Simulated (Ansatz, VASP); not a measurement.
**TaN in VASP and in Ansatz**

File INCAR:

```
PREC = Accurate
ENCUT = 520
EDIFF = 1E-7
ISMEAR = 0
SIGMA = 0.15
LREAL = F
LASPH = T
NELM = 80
ALGO = Normal
ISIF = 2
LWAVE = F
LCHARG = T
GGA = PS
LELF = T
LVHAR = T
NBANDS = 24
```

KPOINTS

```
regular mesh
0
Gamma
  18 18 8
```

Contents of POSCAR:

```
TaN
1.0
    3.1634485408      0.0000000000      0.0000000000
   -1.5817242704      2.7396267999      0.0000000000
    0.0000000000      0.0000000000      5.6584604050
Ta N
2 2
Direct
    0.3333333333      0.6666666667      0.0301041378
    0.6666666667      0.3333333333      0.5301041378
    0.3333333333      0.6666666667      0.3548958622
    0.6666666667      0.3333333333      0.8548958622
```

Input for Ansatz:

```yaml
crystal:
  lattice:
    - [3.1634485408, 0.0, 0.0]
    - [-1.5817242704, 2.7396267999, 0.0]
    - [0.0, 0.0, 5.658460405]
  atoms:
    - { symbol: Ta, position: [0.3333333333, 0.6666666667, 0.0301041378] }
    - { symbol: Ta, position: [0.6666666667, 0.3333333333, 0.5301041378] }
    - { symbol: "N", position: [0.3333333333, 0.6666666667, 0.3548958622] }
    - { symbol: "N", position: [0.6666666667, 0.3333333333, 0.8548958622] }
basis:
  ecutwfc: 520.0
kpoints:
  mp_grid: { grid: [18, 18, 8] }
hamiltonian:
  xc: pbesol
  pseudopotentials: { kind: paw, azcp: { folder: soft_1 } }
scf:
  occupations: { method: gaussian, width: 0.15 }
output:
  forces: true
  stress: true
  eigenvalues: true
```

Alike in both runs: task single point; functional PBEsol; k mesh 18 × 18 × 8; occupations gaussian, width 0.15 eV; no spin polarisation.

|  | VASP | Ansatz |
| --- | --- | --- |
| version | VASP 6.6.1 | Ansatz 0.2.0 |
| potentials or method | VASP PAW PBE potentials, release 64 (Ta_pv, N), cutoff 520 eV | scalar-relativistic, plane waves, PAW |
| valence electrons in the cell | 32 | 36 |

VASP gave:

```
gap on the k mesh at the Fermi level (eV)                     : none
pressure (GPa)                                                : 21.3
traceless stress, the component that is largest in VASP (GPa) : 32.60
rms of the force components (eV/Å)                            : 1.527
```

**Question.** Estimate Ansatz's values.

**Answer.** gap on the k mesh at the Fermi level (eV): none; pressure (GPa): 20.1; traceless stress, the component that is largest in VASP (GPa): 31.48; rms of the force components (eV/Å): 1.464.

VASP's potentials were made for PBE, not for PBEsol, and Ansatz warns of the same on its side. Atom by atom the forces differ by 0.063 eV/Å (rms over components). A gap of «none» marks a metal or a gap that the smearing closes. With one functional, cell and mesh, what is left measures potentials, basis and numerics. VASP's potentials hold 32 valence electrons a cell and Ansatz's 36, so a difference there can come from the potentials and not from the codes.

Spin-orbit coupling is off throughout.
